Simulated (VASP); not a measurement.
Set up this calculation in VASP 6.6.1, as the native input.

| Item | Value |
| --- | --- |
| Task | single point |
| Functional | PBE |
| Potentials or basis | VASP PAW PBE potentials, release 64 (Rb_sv) |
| Cutoff | 520 eV |
| k mesh | 16 × 16 × 16 |
| Occupations | gaussian, width 0.1 eV |
| Spin | no spin polarisation |
| Dipole correction | no |
| Further INCAR settings | ALGO = Normal; EDIFF = 1e-07; NBANDS = 10 |

The structure of Rb lies in POSCAR:

```
Rb
1.0
   -2.7453815315      2.7453815315      2.7453815315
    2.7453815315     -2.7453815315      2.7453815315
    2.7453815315      2.7453815315     -2.7453815315
Rb
1
Direct
    0.0000000000      0.0000000000      0.0000000000
```

The input as run:

INCAR

```
SYSTEM = Rb
PREC = Accurate
ENCUT = 520
EDIFF = 1E-7
ISMEAR = 0
SIGMA = 0.1
LREAL = .FALSE.
LASPH = .TRUE.
NELM = 60
ALGO = Normal
ISIF = 2
LWAVE = .FALSE.
LCHARG = .FALSE.
GGA = PE
NBANDS = 10
```

KPOINTS

```
regular mesh
0
G
  16 16 16
  0 0 0
```

Potentials or basis: VASP PAW PBE potentials, release 64 (Rb_sv).

Run with:

```console
$ cat potpaw_PBE.64/Rb_sv/POTCAR > POTCAR
$ mpirun -np 1 vasp_std > vasp.out
```

Results of the run:

- Pressure: 0.3 GPa
- Band gap on the k mesh: zero (an odd number of electrons rules out a gap without spin polarisation)

Wall time 2.5 min on 1 thread of Intel Xeon 8259CL, on a shared host, peak memory 0.27 GiB.
